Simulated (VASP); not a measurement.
# Os (P6_3/mmc) in VASP: further runs, part 2 of 2

VASP 6.6.1. Earlier steps stand in the parts before.

## (3) Single point, LDA

This run uses another cell than the first one, of 13.70 Å³/atom.

The input, INCAR:

```
PREC = Accurate
ENCUT = 520
EDIFF = 1E-6
ISMEAR = -1
SIGMA = 0.05
LREAL = False
LASPH = True
NELM = 60
ALGO = Normal
ISIF = 2
LWAVE = False
LCHARG = False
NBANDS = 15
```

The input, KPOINTS:

```
Automatic mesh
0
Gamma
  20 20 12
```

The input, POSCAR:

```
Os
1.0
    2.7164727162      0.0000000000      0.0000000000
   -1.3582363581      2.3525343809      0.0000000000
    0.0000000000      0.0000000000      4.2868061352
Os
2
Direct
    0.3333333333      0.6666666667      0.2500000000
    0.6666666667      0.3333333333      0.7500000000
```

Potentials or basis: VASP PAW LDA potentials, release 64 (Os).

The run is started by

```bash
$ cat potpaw_LDA.64/Os/POTCAR > POTCAR
$ mpirun -np 1 vasp_std > vasp.out
```

OUTCAR:

```text
PREC = Accurate
   ENCUT = 520
   EDIFF = 1E-6
   ISMEAR = -1
   LREAL = False
   LASPH = True
   NELM = 60
   ISIF = 2

 ion  position               nearest neighbor table
   1  0.333  0.667  0.250-   2 2.66   2 2.66   2 2.66   2 2.66   2 2.66   2 2.66
   2  0.667  0.333  0.750-   1 2.66   1 2.66   1 2.66   1 2.66   1 2.66   1 2.66

  LATTYP: Found a hexagonal cell.
 ALAT       =     2.7164727162
 C/A-ratio  =     1.5780781120

  Lattice vectors:

 A1 = (   2.7164727162,   0.0000000000,   0.0000000000)
 A2 = (  -1.3582363581,   2.3525343809,   0.0000000000)
 A3 = (   0.0000000000,   0.0000000000,   4.2868061352)

Analysis of symmetry for initial positions (statically):
=====================================================================
 Subroutine PRICEL returns:
 Original cell was already a primitive cell.

 Routine SETGRP: Setting up the symmetry group for a
 hexagonal supercell.

 Subroutine GETGRP returns: Found 24 space group operations
 (whereof 12 operations were pure point group operations)
 out of a pool of 24 trial point group operations.

The static configuration has the point symmetry D_3d.
 The point group associated with its full space group is D_6h.

Analysis of symmetry for dynamics (positions and initial velocities):
=====================================================================
 Subroutine PRICEL returns:
 Original cell was already a primitive cell.

 Routine SETGRP: Setting up the symmetry group for a
 hexagonal supercell.

 Subroutine GETGRP returns: Found 24 space group operations
 (whereof 12 operations were pure point group operations)
 out of a pool of 24 trial point group operations.

The dynamic configuration has the point symmetry D_3d.
 The point group associated with its full space group is D_6h.

 Subroutine INISYM returns: Found 24 space group operations
 (whereof 12 operations are pure point group operations),
 and found     1 'primitive' translations

[... 120 lines left out ...]
   LHFCALC =     F    Hartree Fock is set to
   AEXX    =    0.0000 exact exchange contribution
   IVDW    =     0    specifies the selected vdW correction
   LEPSILON=     F    determine dielectric tensor
   LRPA    =     F    only Hartree local field effects (RPA)
 non-spin polarized calculation
  energy-cutoff  :      520.00
  volume of cell :       27.40
 maximum number of plane-waves:       754
   NGX = 11   NGY = 11   NGZ = 15

 number of electron      15.9999998 magnetization

 Free energy of the ion-electron system (eV)
  ---------------------------------------------------
  ext. energy  EPLUGINS =         0.00000000
  ---------------------------------------------------
  free energy    TOTEN  =       -25.31435884 eV

  energy without entropy =      -25.30651826  energy(sigma->0) =      -25.31043855

 E-fermi :   9.7509     XC(G=0): -14.2991

 val. band max:        9.7430476646   @ k =   0.1500   0.0000   0.3333
 cond. band min:       9.7523526570   @ k =   0.4000   0.1500   0.3333
 fundamental gap:      0.0093049924
 Fermi energy:         9.7509193235

 k-point     1 :       0.0000    0.0000    0.0000
  band No.  band energies     occupation
      1      -1.3388      2.00000
      2       1.7520      2.00000
      3       6.5463      2.00000
      4       6.5463      2.00000
      5       6.8226      2.00000
      6       7.4181      2.00000
      7       7.4181      2.00000
      8       8.0840      2.00000
      9       8.0840      2.00000
     10       9.8816      0.13646
     11      11.4462      0.00000
     12      11.4462      0.00000
     13      19.0617      0.00000
     14      23.8216      0.00000
[... 401 lines left out ...]
      2       3.2695      2.00000
      3       4.2758      2.00000
      4       5.0389      2.00000
      5       6.3045      2.00000
      6       6.7567      2.00000
      7       7.6321      2.00000
      8       9.2284      1.99994
      9       9.9514      0.03560
     10      10.8882      0.00000
     11      12.1928      0.00000
     12      18.4710      0.00000
     13      19.2891      0.00000
     14      22.1187      0.00000
     15      24.0253      0.00000

 [... further k-points ...]

------------------------ aborting loop because EDIFF is reached ----------------------------------------

  FORCE on cell =-STRESS in cart. coord.  units (eV):
  Direction    XX          YY          ZZ          XY          YZ          ZX
  --------------------------------------------------------------------------------------
  -------------------------------------------------------------------------------------
  Total        0.1758309      0.1758309      0.1538611     -0.0000000      0.0000000      0.0000000
  in kB       10.2832541     10.2832541      8.9983780     -0.0000000      0.0000000      0.0000000
  external PRESSURE =       9.8549621 kB  Pullay stress =       0.0000000 kB

 VOLUME and BASIS-vectors are now :
 -----------------------------------------------------------------------------
  energy-cutoff  :      520.00
  volume of cell :       27.40
      direct lattice vectors                 reciprocal lattice vectors
     2.716472716  0.000000000  0.000000000     0.368124441  0.212536745  0.000000000
    -1.358236358  2.352534381  0.000000000     0.000000000  0.425073490  0.000000000
     0.000000000  0.000000000  4.286806135     0.000000000  0.000000000  0.233273903

 POSITION                                       TOTAL-FORCE (eV/Angst)
 -----------------------------------------------------------------------------------
     -0.00000      1.56836      1.07170        -0.000000     -0.000000      0.000000
      1.35824      0.78418      3.21510         0.000000      0.000000      0.000000
 -----------------------------------------------------------------------------------
    total drift:                                0.000000     -0.000000     -0.000000

  FREE ENERGIE OF THE ION-ELECTRON SYSTEM (eV)
  ---------------------------------------------------
  free  energy   TOTEN  =       -25.3143588367 eV

  energy  without entropy=      -25.3065182638  energy(sigma->0) =      -25.31043855
```

stdout:

```text
POSCAR found type information on POSCAR Os
 POSCAR found :  1 types and       2 ions
 scaLAPACK will be used
 LDA part: xc-table for (Slater(with rela. corr.)+CA(PZ))
 , standard interpolation
 POSCAR, INCAR and KPOINTS ok, starting setup
 FFT: planning ... GRIDC
 FFT: planning ... GRID_SOFT
 FFT: planning ... GRID
 WAVECAR not read
 entering main loop
```

Wall time 48 s (1 thread of Intel Xeon Platinum 8488C (Sapphire Rapids), shared host); peak memory 0.22 GiB.

Results:

```yaml
Free_energy: -25.3144 eV
Pressure: 1.0 GPa
Band_gap_on_the_k_mesh: zero (bands 8 and 9 overlap by 4.08 eV)
```

Levels at points of the mesh, in eV from the Fermi level:
| k point | band 6 | band 7 | band 8 | band 9 | band 10 | band 11 |
| --- | --- | --- | --- | --- | --- | --- |
| (0.00, 0.00, 0.00) | -2.33 | -2.33 | -1.67 | -1.67 | 0.13 | 1.70 |
| (0.50, 0.00, 0.00) | -2.65 | -1.96 | 2.05 | 2.64 | 2.78 | 4.53 |
| (0.00, 0.00, 0.50) | -3.41 | -3.41 | -3.41 | 0.88 | 0.88 | 0.88 |
| (0.50, 0.00, 0.50) | -1.29 | -0.13 | -0.13 | 2.40 | 2.40 | 3.39 |

Caveat: spin-orbit coupling is left out, which moves the levels of the heavy elements.

## (4) Relaxation of cell and atoms, LDA, target pressure 1 GPa, at which the enthalpy is minimised

This run uses another cell than the first one, of 13.70 Å³/atom.

The input, INCAR:

```
ALGO = Normal
EDIFF = 1E-6
EDIFFG = -0.002
ENCUT = 600
IBRION = 2
ISIF = 3
ISMEAR = -1
LASPH = True
LCHARG = False
LREAL = False
LWAVE = False
NELM = 80
NSW = 100
PREC = Accurate
PSTRESS = 10.0
SIGMA = 0.05
```

The input, KPOINTS:

```
k-points
0
Gamma
  20 20 12
```

POSCAR is that of step 3.

Potentials or basis: VASP PAW LDA potentials, release 64 (Os).

The run is started by

```bash
$ cat potpaw_LDA.64/Os/POTCAR > POTCAR
$ mpirun -np 1 vasp_std > vasp.out
```

OUTCAR:

```text
EDIFF = 1E-6
   EDIFFG = -0.002
   ENCUT = 600
   IBRION = 2
   ISIF = 3
   ISMEAR = -1
   LASPH = True
   LREAL = False
   NELM = 80
   NSW = 100
   PREC = Accurate
   PSTRESS = 10.0

 ion  position               nearest neighbor table
   1  0.333  0.667  0.250-   2 2.66   2 2.66   2 2.66   2 2.66   2 2.66   2 2.66
   2  0.667  0.333  0.750-   1 2.66   1 2.66   1 2.66   1 2.66   1 2.66   1 2.66

  LATTYP: Found a hexagonal cell.
 ALAT       =     2.7164727162
 C/A-ratio  =     1.5780781120

  Lattice vectors:

 A1 = (   2.7164727162,   0.0000000000,   0.0000000000)
 A2 = (  -1.3582363581,   2.3525343809,   0.0000000000)
 A3 = (   0.0000000000,   0.0000000000,   4.2868061352)

Analysis of symmetry for initial positions (statically):
=====================================================================
 Subroutine PRICEL returns:
[... 460 lines left out ...]
      2       1.7490      2.00000
      3       6.5409      2.00000
      4       6.5409      2.00000
      5       6.8193      2.00000
      6       7.4126      2.00000
      7       7.4126      2.00000
      8       8.0768      2.00000
      9       8.0768      2.00000
     10       9.8758      0.13381
     11      11.4384      0.00000
     12      11.4384      0.00000
[... 331 lines left out ...]
 k-point    24 :       0.2500    0.1000    0.0000
  band No.  band energies     occupation
      1       1.8010      2.00000
      2       3.2657      2.00000
      3       4.2720      2.00000
      4       5.0340      2.00000
      5       6.2991      2.00000
      6       6.7522      2.00000
      7       7.6265      2.00000
      8       9.2229      1.99994
      9       9.9438      0.03616
     10      10.8800      0.00000
     11      12.1852      0.00000
     12      18.4607      0.00000

 [... further k-points ...]

------------------------ aborting loop because EDIFF is reached ----------------------------------------

  FORCE on cell =-STRESS in cart. coord.  units (eV):
  Direction    XX          YY          ZZ          XY          YZ          ZX
  --------------------------------------------------------------------------------------
  -------------------------------------------------------------------------------------
  Total        0.1723271      0.1723271      0.1697284      0.0000000      0.0000000      0.0000000
  in kB       10.0734075     10.0734075      9.9215005      0.0000000      0.0000000      0.0000000
  external PRESSURE =       0.0227718 kB  Pullay stress =      10.0000000 kB
[... 21 lines left out ...]
  energy  without entropy=      -25.3108762204  energy(sigma->0) =      -25.31479869

  enthalpy is  TOTEN    =       -25.1476498599 eV   P V=        0.1710713025

 reached required accuracy - stopping structural energy minimisation
```

CONTCAR:

```text
Os
   1.00000000000000
     2.7170502806868413    0.0000000000000000   -0.0000000000000000
    -1.3585251403434206    2.3530345664178660    0.0000000000000000
     0.0000000000000000    0.0000000000000000    4.2870817191494544
  Os
     2
Direct
     0.3333333332999970    0.6666666667000030    0.2500000000000000
     0.6666666667000030    0.3333333332999970    0.7500000000000000

  0.00000000E+00  0.00000000E+00  0.00000000E+00
  0.00000000E+00  0.00000000E+00  0.00000000E+00
```

Run time: 2 min. Hardware: 1 thread of Intel Xeon Platinum 8488C (Sapphire Rapids), shared host; peak memory 0.24 GiB.

What came out:

- Free energy: -25.3187 eV
- Relaxed volume: 13.70 Å³/atom
- Relaxed cell: a = 2.717 Å, b = 2.717 Å, c = 4.287 Å, α = 90.00°, β = 90.00°, γ = 120.00°
- Space group after relaxing (to 0.1 Å): P6_3/mmc (No. 194)
- Energy change on relaxing (the run minimises the enthalpy): -0.0 meV/atom
- Ionic steps: 8
- Pressure after relaxing: 1.0 GPa
- Band gap on the k mesh: zero (bands 8 and 9 overlap by 4.08 eV)

Final structure:
```yaml
crystal:
  lattice:
    - [2.71705, 0.00000, 0.00000]
    - [-1.35853, 2.35303, 0.00000]
    - [0.00000, 0.00000, 4.28708]
  atoms:
    - { symbol: Os, position: [0.33333, 0.66667, 0.25000] }
    - { symbol: Os, position: [0.66667, 0.33333, 0.75000] }
```

Levels at points of the mesh, in eV from the Fermi level:
```
           k point  band 4  band 5  band 6  band 7  band 8  band 9  band 10  band 11  band 12
(0.00, 0.00, 0.00)   -3.20   -2.92   -2.33   -2.33   -1.67   -1.67     0.13     1.69     1.69
(0.50, 0.00, 0.00)   -3.71   -2.93   -2.65   -1.96    2.05    2.63     2.78     4.53     5.86
(0.00, 0.00, 0.50)   -3.68   -3.40   -3.40   -3.40   -3.40    0.88     0.88     0.88     0.88
(0.50, 0.00, 0.50)   -5.52   -1.29   -1.29   -0.13   -0.13    2.40     2.40     3.39     3.39
```

Caveat: the cell is relaxed towards a set pressure, so the run minimises the enthalpy, not the energy; spin-orbit coupling is left out, which moves the levels of the heavy elements.

## (5) Summary

```tsv
task	cell	cutoff (eV)	gap on the mesh (eV)	pressure (GPa)
single point	a = 2.712, b = 2.712, c = 4.281 Å, angles 90.0, 90.0, 120.0°, 2 atoms	520	none	3.0
single point	a = 2.716, b = 2.716, c = 4.287 Å, angles 90.0, 90.0, 120.0°, 2 atoms	520	none	1.0
relaxation of cell and atoms	relaxed to 1 GPa from a = 2.716, b = 2.716, c = 4.287 Å, angles 90.0, 90.0, 120.0°, 2 atoms	600	none	1.0
```

Alike in all rows: level LDA; potentials or basis VASP PAW LDA potentials, release 64 (Os); no spin polarisation; k mesh 20 × 20 × 12; smearing fermi-dirac 0.05 eV.

Caveats: spin-orbit coupling is left out, which moves the levels of the heavy elements; the cell stands under pressure (at least some runs); the cell is relaxed towards a set pressure, so the run minimises the enthalpy, not the energy (at least some runs).

Total energies depend on the potentials used, so only differences within one code and one set of settings carry meaning.
